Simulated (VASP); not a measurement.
AlGa2N3, 6 atoms in the cell. Symmetry: P-3m1, No. 164, trigonal system. Conventional cell: a = 2.972 Å, b = 2.972 Å, c = 7.285 Å, α = 90.00°, β = 90.00°, γ = 120.00°. Al (site symmetry -3m) has 6 N at 2.06 Å within 2.7 Å. Ga (site symmetry 3m) has 6 N at 2.12 to 2.13 Å within 2.8 Å. Within 2.7 Å of N (site symmetry 3m) lie 3 Al at 2.06 Å and 3 Ga at 2.13 Å. N (site symmetry -3m) has 6 Ga at 2.12 Å within 2.8 Å. 

```yaml
Program: VASP 6.6.1
Task: relaxation of cell and atoms
Functional: PBE
Potentials_or_basis: VASP PAW PBE potentials, release 64 (Al, Ga_d, N)
Cutoff: 600 eV
k_mesh: 6 × 6 × 4
Occupations: gaussian, width 0.1 eV
Spin: no spin polarisation
Dipole_correction: no
Further_INCAR_settings: ALGO = Normal; EDIFF = 1e-06; IBRION = 2; EDIFFG = -0.04; NSW = 90; ISIF = 3
```

Potentials or basis: VASP PAW PBE potentials, release 64 (Al, Ga_d, N).

Run with:

```console
$ cat potpaw_PBE.64/Al/POTCAR potpaw_PBE.64/Ga_d/POTCAR potpaw_PBE.64/N/POTCAR > POTCAR
$ mpirun -np 1 vasp_std > vasp.out
```

Hardware: 1 thread of Intel Xeon 8259CL, on a shared host.

Task: Estimate the wall time of this run.

Result: It took 86 s on 1 thread of Intel Xeon 8259CL (shared host), peak memory 0.21 GiB. Counts: scf iterations 21, k points 24, ion steps 2.
